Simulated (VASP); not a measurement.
Write the native input for VASP 6.6.1 that does the following.

```yaml
Task: single point
Functional: r2SCAN
Potentials_or_basis: VASP PAW PBE potentials, release 64 (Pb_d, S)
Cutoff: 520 eV
k_mesh: 8 × 8 × 8
Occupations: gaussian, width 0.05 eV
Spin: no spin polarisation
Dipole_correction: no
Further_INCAR_settings: ALGO = Normal; EDIFF = 1e-06; NBANDS = 17
```

PbS:

```
CELL_PARAMETERS angstrom
0.00000 2.87605 2.96500
2.87605 0.00000 2.96500
2.87605 2.87605 0.00000
ATOMIC_POSITIONS crystal
Pb 0.00000 0.00000 0.00000
S 0.50000 0.50000 0.50000
```

This cell differs from its parent crystal: strain -0.0300 x Voigt [1, 1, 0, 0, 0, 0].

These files were run (other wordings do the same):

POSCAR

```
PbS
1.0
    0.0000000000      2.8760500000      2.9650000000
    2.8760500000      0.0000000000      2.9650000000
    2.8760500000      2.8760500000      0.0000000000
Pb S
1 1
Direct
    0.0000000000      0.0000000000      0.0000000000
    0.5000000000      0.5000000000      0.5000000000
```

INCAR.step1

```
PREC = Accurate ; ENCUT = 520
ISMEAR = 0 ; SIGMA = 0.05
LREAL = False ; LASPH = True
NELM = 60 ; NBANDS = 17
GGA = PE ; ALGO = Normal
EDIFF = 1E-4 ; LWAVE = True
LCHARG = False
```

INCAR.step2

```
PREC = Accurate ; ENCUT = 520
EDIFF = 1E-6 ; ISMEAR = 0
SIGMA = 0.05 ; LREAL = False
LASPH = True ; NELM = 60
ALGO = Normal ; ISIF = 2
LWAVE = False ; LCHARG = False
METAGGA = R2SCAN ; LMIXTAU = True
NBANDS = 17 ; ISTART = 1
```

KPOINTS

```
Automatic mesh
0
Gamma
  8 8 8
```

Potentials or basis: VASP PAW PBE potentials, release 64 (Pb_d, S).

The run is started by

```bash
$ cat potpaw_PBE.64/Pb_d/POTCAR potpaw_PBE.64/S/POTCAR > POTCAR
$ cp INCAR.step1 INCAR
$ mpirun -np 1 vasp_std > vasp.out
$ cp INCAR.step2 INCAR
$ mpirun -np 1 vasp_std > vasp.out
```

It gave:

The pressure is 5.9 GPa. The band gap on the k mesh is 0.33 eV, direct.

Caveat: the cell differs from its parent crystal (strain -0.0300 x Voigt [1, 1, 0, 0, 0, 0]); the PAW data sets were made with another functional, which shifts forces and pressure a little; spin-orbit coupling is left out, which moves the levels of the heavy elements.

It took 2.6 min on 1 thread of Intel Xeon 6975P-C (shared host), peak memory 0.21 GiB.
